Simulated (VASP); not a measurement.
# RbBr in VASP: notebook

RbBr is run at these levels: HSE06; tasks: single point.

Everything below comes from runs of VASP 6.6.1. Logs are shortened: lines on timing, memory, paths and dates and some standing lists are left out, and cuts for length are marked.

## Step 1: The cell of the first run

The structure is cubic, space group Pm-3m (No. 221). Conventional cell: a = 3.937 Å, b = 3.937 Å, c = 3.937 Å, α = 90.00°, β = 90.00°, γ = 90.00°. Rb (site symmetry m-3m) has 8 Br at 3.41 Å and 6 Rb at 3.94 Å within 4.5 Å. Br (site symmetry m-3m) has 8 Rb at 3.41 Å and 6 Br at 3.94 Å within 4.5 Å.

## Step 2: Single point, HSE06 (strain -4.5%)

The input, POSCAR:

```
RbBr
1.0
    3.9374245855      0.0000000000      0.0000000000
    0.0000000000      3.9374245855      0.0000000000
    0.0000000000      0.0000000000      3.9374245855
Rb Br
1 1
Direct
    0.0000000000      0.0000000000      0.0000000000
    0.5000000000      0.5000000000      0.5000000000
```

The input, INCAR.step1:

```
SYSTEM = RbBr
ALGO = Normal ; EDIFF = 1E-5
ENCUT = 520 ; GGA = PE
ISIF = 2 ; ISMEAR = 0
LASPH = .TRUE. ; LCHARG = .FALSE.
LREAL = .FALSE. ; LWAVE = .TRUE.
NBANDS = 15 ; NELM = 80
PREC = Accurate ; SIGMA = 0.01
```

The input, INCAR.step2:

```
SYSTEM = RbBr
ALGO = Normal ; EDIFF = 1E-6
ENCUT = 520 ; GGA = PE
HFSCREEN = 0.2079 ; ISIF = 2
ISMEAR = 0 ; ISTART = 1
LASPH = .TRUE. ; LCHARG = .FALSE.
LHFCALC = .TRUE. ; LREAL = .FALSE.
LWAVE = .FALSE. ; NBANDS = 15
NELM = 80 ; PREC = Accurate
PRECFOCK = Normal ; SIGMA = 0.01
```

The input, KPOINTS:

```
k-points
0
G
  4 4 4
  0 0 0
```

Potentials or basis: VASP PAW PBE potentials, release 64 (Rb_sv, Br).

Run with:

```console
cat potpaw_PBE.64/Rb_sv/POTCAR potpaw_PBE.64/Br/POTCAR > POTCAR
cp INCAR.step1 INCAR
mpirun -np 1 vasp_std > vasp.out
cp INCAR.step2 INCAR
mpirun -np 1 vasp_std > vasp.out
```

OUTCAR:

```text
SYSTEM = RbBr
   EDIFF = 1E-6
   ENCUT = 520
   GGA = PE
   HFSCREEN = 0.2079
   ISIF = 2
   ISMEAR = 0
   ISTART = 1
   LASPH = .TRUE.
   LHFCALC = .TRUE.
   LREAL = .FALSE.
   NELM = 80
   PREC = Accurate
   PRECFOCK = Normal

 ion  position               nearest neighbor table
   1  0.000  0.000  0.000-   2 3.41   2 3.41   2 3.41   2 3.41   2 3.41   2 3.41   2 3.41   2 3.41

   2  0.500  0.500  0.500-   1 3.41   1 3.41   1 3.41   1 3.41   1 3.41   1 3.41   1 3.41   1 3.41

  LATTYP: Found a simple cubic cell.
 ALAT       =     3.9374245855

  Lattice vectors:

 A1 = (   3.9374245855,   0.0000000000,   0.0000000000)
 A2 = (   0.0000000000,   3.9374245855,   0.0000000000)
 A3 = (   0.0000000000,   0.0000000000,   3.9374245855)

Analysis of symmetry for initial positions (statically):
=====================================================================
 Subroutine PRICEL returns:
 Original cell was already a primitive cell.

 Routine SETGRP: Setting up the symmetry group for a
 simple cubic supercell.

 Subroutine GETGRP returns: Found 48 space group operations
 (whereof 48 operations were pure point group operations)
 out of a pool of 48 trial point group operations.

The static configuration has the point symmetry O_h .

Analysis of symmetry for dynamics (positions and initial velocities):
=====================================================================
 Subroutine PRICEL returns:
 Original cell was already a primitive cell.

 Routine SETGRP: Setting up the symmetry group for a
 simple cubic supercell.

 Subroutine GETGRP returns: Found 48 space group operations
 (whereof 48 operations were pure point group operations)
 out of a pool of 48 trial point group operations.

The dynamic configuration has the point symmetry O_h .

 Subroutine INISYM returns: Found 48 space group operations
 (whereof 48 operations are pure point group operations),
 and found     1 'primitive' translations

----------------------------------------------------------------------------------------

                                     Primitive cell

  volume of cell :      61.0431

  direct lattice vectors                    reciprocal lattice vectors
     3.937424586  0.000000000  0.000000000     0.253973118  0.000000000  0.000000000
     0.000000000  3.937424586  0.000000000     0.000000000  0.253973118  0.000000000
     0.000000000  0.000000000  3.937424586     0.000000000  0.000000000  0.253973118
[... 86 lines left out ...]
   IALGO  =     38    algorithm
   IMIX   =      1    mixing-type and parameters
     AMIX     =   0.40;   BMIX     =  1.00
     AMIX_MAG =   1.60;   BMIX_MAG =  1.00
  volume/ion in A,a.u.               =      30.52       205.97
  Fermi-wavevector in a.u.,A,eV,Ry     =   1.047698  1.979861 14.934708  1.097670
  Thomas-Fermi vector in A             =   2.182588
   LORBIT       =      0    0 simple, 1 ext, 2 COOP (PROOUT), +10 PAW based schemes
   GGA     = PE    functional components
   LHFCALC =     T    Hartree Fock is set to
   PRECFOCK=normal    Normal, Fast or Accurate (Low or Medium for compatibility)
   ENCUT4O =  -1.0   cutoff for four orbital integrals eV
   NKREDX  =     1    reduce k-point grid by
   NKREDY  =     1    reduce k-point grid by
   NKREDZ  =     1    reduce k-point grid by
   AEXX    =    0.2500 exact exchange contribution
   HFSCREEN=    0.2079 screening length (either q_TF or 0.3 A-1)
   HFSCREENC=   0.2079 screening length for correlation (either q_TF or 0.3 A-1)
   ENCUTFOCK=  -1.0 apply spherical cutoff to Coloumb kernel
   IVDW    =     0    specifies the selected vdW correction
   LEPSILON=     F    determine dielectric tensor
   LRPA    =     F    only Hartree local field effects (RPA)
 non-spin polarized calculation
 Gauss-broadening in eV      SIGMA  =   0.01
  energy-cutoff  :      520.00
  volume of cell :       61.04
 maximum number of plane-waves:      1671
 NGX is ok and might be reduce to    30
  NGX = 24; NGY = 24; NGZ = 24

 number of electron      16.0000001 magnetization

 Free energy of the ion-electron system (eV)
  ---------------------------------------------------
  ext. energy  EPLUGINS =         0.00000000
  ---------------------------------------------------
  free energy    TOTEN  =        -6.85327755 eV

  energy without entropy =       -6.85327755  energy(sigma->0) =       -6.85327755

 E-fermi :  -0.7052     XC(G=0):  -7.1218

 val. band max:       -0.7735299293   @ k =   0.5000   0.5000   0.0000
 cond. band min:       5.0801041383   @ k =   0.0000   0.0000   0.0000
 fundamental gap:      5.8536340676
 Fermi energy:        -0.7051569774

 k-point     1 :       0.0000    0.0000    0.0000
  band No.  band energies     occupation
      1     -27.4332      2.00000
      2     -14.7368      2.00000
      3     -10.2163      2.00000
      4     -10.2163      2.00000
      5     -10.2163      2.00000
      6      -0.9354      2.00000
      7      -0.9354      2.00000
      8      -0.9354      2.00000
      9       5.0801      0.00000
     10       5.7900      0.00000
     11       5.7900      0.00000
     12      11.0275      0.00000
     13      11.0275      0.00000
     14      11.0275      0.00000
[... 149 lines left out ...]
      2     -14.2530      2.00000
      3     -10.5508      2.00000
      4     -10.5508      2.00000
      5     -10.5508      2.00000
      6      -2.6063      2.00000
      7      -2.6063      2.00000
      8      -2.6063      2.00000
      9       9.2384      0.00000
     10       9.2384      0.00000
     11       9.2384      0.00000
     12      10.8202      0.00000
     13      10.8202      0.00000
     14      10.8202      0.00000
     15      13.8764      0.00000

------------------------ aborting loop because EDIFF is reached ----------------------------------------

  FORCE on cell =-STRESS in cart. coord.  units (eV):
  Direction    XX          YY          ZZ          XY          YZ          ZX
  --------------------------------------------------------------------------------------
  -------------------------------------------------------------------------------------
  Total        1.4744288      1.4744288      1.4744288     -0.0000000      0.0000000     -0.0000000
  in kB       38.6988128     38.6988128     38.6988128     -0.0000000      0.0000000     -0.0000000
  external PRESSURE =      38.6988128 kB  Pullay stress =       0.0000000 kB

 VOLUME and BASIS-vectors are now :
 -----------------------------------------------------------------------------
  energy-cutoff  :      520.00
  volume of cell :       61.04
      direct lattice vectors                 reciprocal lattice vectors
     3.937424586  0.000000000  0.000000000     0.253973118  0.000000000  0.000000000
     0.000000000  3.937424586  0.000000000     0.000000000  0.253973118  0.000000000
     0.000000000  0.000000000  3.937424586     0.000000000  0.000000000  0.253973118

 POSITION                                       TOTAL-FORCE (eV/Angst)
 -----------------------------------------------------------------------------------
      0.00000      0.00000      0.00000         0.000000      0.000000      0.000000
      1.96871      1.96871      1.96871         0.000000      0.000000      0.000000
 -----------------------------------------------------------------------------------
    total drift:                               -0.000000     -0.000000     -0.000000

  FREE ENERGIE OF THE ION-ELECTRON SYSTEM (eV)
  ---------------------------------------------------
  free  energy   TOTEN  =        -6.8532775454 eV

  energy  without entropy=       -6.8532775454  energy(sigma->0) =       -6.85327755
```

Run time: 3.5 min. Hardware: 1 thread of AMD EPYC 9R45 (Zen 5), shared host; peak memory 0.26 GiB.

What came out:

```yaml
Free_energy: -6.8533 eV
Pressure: 3.9 GPa
Band_gap_on_the_k_mesh: 5.85 eV (least direct gap 6.02 eV)
```

Caveat: the cell differs from its parent crystal (strain -4.5%); the cell stands under pressure; the PAW data sets were made with another functional, which shifts forces and pressure a little.

## Step 3: Single point, HSE06

This run uses another cell than the first one, of 35.08 Å³/atom.

The input, POSCAR:

```
RbBr
1.0
    4.1242532581      0.0000000000      0.0000000000
    0.0000000000      4.1242532581      0.0000000000
    0.0000000000      0.0000000000      4.1242532581
Rb Br
1 1
Direct
    0.0000000000      0.0000000000      0.0000000000
    0.5000000000      0.5000000000      0.5000000000
```

The input, INCAR.step1:

```
PREC = Accurate
ENCUT = 520
EDIFF = 1E-5
ISMEAR = 0
SIGMA = 0.01
LREAL = False
LASPH = True
NELM = 100
ALGO = Normal
ISIF = 2
LWAVE = True
LCHARG = False
NBANDS = 15
GGA = PE
```

The input, INCAR.step2:

```
PREC = Accurate
ENCUT = 520
EDIFF = 1E-6
ISMEAR = 0
SIGMA = 0.01
LREAL = False
LASPH = True
NELM = 100
ALGO = Normal
ISIF = 2
LWAVE = False
LCHARG = False
GGA = PE
LHFCALC = True
HFSCREEN = 0.2079
PRECFOCK = Normal
NBANDS = 15
ISTART = 1
```

The input, KPOINTS:

```
regular mesh
0
Gamma
  4 4 4
```

Potentials or basis: VASP PAW PBE potentials, release 64 (Rb_sv, Br).

Run with:

```console
cat potpaw_PBE.64/Rb_sv/POTCAR potpaw_PBE.64/Br/POTCAR > POTCAR
cp INCAR.step1 INCAR
mpirun -np 1 vasp_std > vasp.out
cp INCAR.step2 INCAR
mpirun -np 1 vasp_std > vasp.out
```

Run time: 4.9 min. Hardware: 1 thread of AMD EPYC 9R45 (Zen 5), shared host; peak memory 0.26 GiB.

The run converged. Its results:

- Free energy: -6.9661 eV
- Pressure: 0.5 GPa
- Band gap on the k mesh: 5.27 eV (least direct gap 5.43 eV)

Levels at points of the mesh, in eV from the valence-band top:
```csv
k point,band 6,band 7,band 8,band 9,band 10,band 11
"(0.00, 0.00, 0.00)",-0.16,-0.16,-0.16,5.27,6.76,6.76
"(0.50, 0.00, 0.00)",-1.81,-0.24,-0.24,8.17,8.33,8.97
"(0.50, 0.50, 0.00)",-1.13,-1.13,0.00,6.49,7.46,9.29
"(0.50, 0.50, 0.50)",-1.42,-1.42,-1.42,9.45,9.45,9.45
```

Caveat: the PAW data sets were made with another functional, which shifts forces and pressure a little.

## Step 4: Single point, HSE06 (uniaxial z strain -1.6%)

Changes to POSCAR since step 3:

```diff
@@ -4,3 +4,3 @@
     0.0000000000      4.1242532581      0.0000000000
-    0.0000000000      0.0000000000      4.1242532581
+    0.0000000000      0.0000000000      4.0566155047
 Rb Br
```

The input, INCAR.step1:

```
SYSTEM = RbBr
PREC = Accurate
ENCUT = 520
EDIFF = 1E-5
ISMEAR = 0
SIGMA = 0.01
LREAL = .FALSE.
LASPH = .TRUE.
NELM = 100
ALGO = Normal
ISIF = 2
LWAVE = .TRUE.
LCHARG = .FALSE.
GGA = PE
NBANDS = 15
```

The input, INCAR.step2:

```
SYSTEM = RbBr
PREC = Accurate
ENCUT = 520
EDIFF = 1E-6
ISMEAR = 0
SIGMA = 0.01
LREAL = .FALSE.
LASPH = .TRUE.
NELM = 100
ALGO = Normal
ISIF = 2
LWAVE = .FALSE.
LCHARG = .FALSE.
GGA = PE
LHFCALC = .TRUE.
HFSCREEN = 0.2079
PRECFOCK = Normal
ISTART = 1
NBANDS = 15
```

The input, KPOINTS:

```
regular mesh
0
G
  4 4 4
  0 0 0
```

Run with:

```console
cat potpaw_PBE.64/Rb_sv/POTCAR potpaw_PBE.64/Br/POTCAR > POTCAR
cp INCAR.step1 INCAR
mpirun -np 1 vasp_std > vasp.out
cp INCAR.step2 INCAR
mpirun -np 1 vasp_std > vasp.out
```

It took 7.3 min on 1 thread of AMD EPYC 9R45 (Zen 5), shared host; peak memory 0.26 GiB.

It converged, with:

| Property | Result |
| --- | --- |
| Free energy | -6.9602 eV |
| Pressure | 0.8 GPa |
| Band gap on the k mesh | 5.28 eV (least direct gap 5.43 eV) |

Stress tensor (GPa, compression positive):
```
0.61 0.00 0.00
0.00 0.61 0.00
0.00 0.00 1.14
```

Levels at points of the mesh, in eV from the valence-band top:
```
           k point  band 5  band 6  band 7  band 8  band 9  band 10  band 11  band 12
(0.00, 0.00, 0.00)   -9.66   -0.25   -0.25   -0.16    5.28     6.65     6.73    11.30
(0.50, 0.00, 0.00)   -9.60   -1.91   -0.34   -0.23    8.11     8.35     8.99     9.89
(0.50, 0.50, 0.00)   -9.57   -1.20   -1.20    0.00    6.42     7.52     9.37     9.37
(0.00, 0.00, 0.50)   -9.61   -1.92   -0.32   -0.32    8.16     8.38     9.09     9.86
(0.50, 0.00, 0.50)   -9.58   -1.23   -1.18   -0.08    6.46     7.38     9.17     9.23
(0.50, 0.50, 0.50)   -9.89   -1.54   -1.51   -1.51    9.44     9.44     9.52    10.79
```

Caveat: the cell differs from its parent crystal (uniaxial z strain -1.6%); the PAW data sets were made with another functional, which shifts forces and pressure a little.

## Step 5: The runs side by side

| cell | gap on the mesh (eV) | pressure (GPa) |
| --- | --- | --- |
| a = 3.937 Å, 2 atoms | 5.85 | 3.9 |
| a = 4.124 Å, 2 atoms | 5.27 | 0.5 |
| a = 4.124, b = 4.124, c = 4.057 Å, 2 atoms | 5.28 | 0.8 |

Alike in all rows: task single point; level HSE06; potentials or basis VASP PAW PBE potentials, release 64 (Rb_sv, Br); no spin polarisation; k mesh 4 × 4 × 4; cutoff (eV) 520; smearing gaussian 0.01 eV.

Caveats: the PAW data sets were made with another functional, which shifts forces and pressure a little; the cell stands under pressure (at least some runs).

Absolute energies hang on the potentials; compare differences alone.
